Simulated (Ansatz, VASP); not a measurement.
**AlNi: VASP beside Ansatz**

```
Al Ni
1.0
     1.82438   -1.83802    0.00000
     1.82438    1.83802    0.00000
     0.00000    0.00000    3.50001
Al Ni
1 1
Direct
  0.00000 0.00000 0.00000
  0.50000 0.50000 0.50000
```

Alike in both runs: task single point; functional PBEsol; k mesh 20 × 20 × 18; occupations gaussian, width 0.15 eV; no spin polarisation.

|  | VASP | Ansatz |
| --- | --- | --- |
| version | VASP 6.6.1 | Ansatz 0.2.0 |
| potentials or method | VASP PAW PBE potentials, release 64 (Al, Ni), cutoff 520 eV | scalar-relativistic, plane waves, PAW |
| valence electrons in the cell | 13 | 21 |

```csv
,VASP,Ansatz,Ansatz less VASP
gap on the k mesh at the Fermi level (eV),none,none,-
pressure (GPa),2.5,2.0,-0.46
"traceless stress, the component that is largest in VASP (GPa)",-10.32,-10.05,+0.269
```

VASP's potentials were made for PBE, not for PBEsol. A gap of «none» marks a metal or a gap that the smearing closes. With one functional, cell and mesh, what is left measures potentials, basis and numerics. VASP's potentials hold 13 valence electrons a cell and Ansatz's 21, so a difference there can come from the potentials and not from the codes.
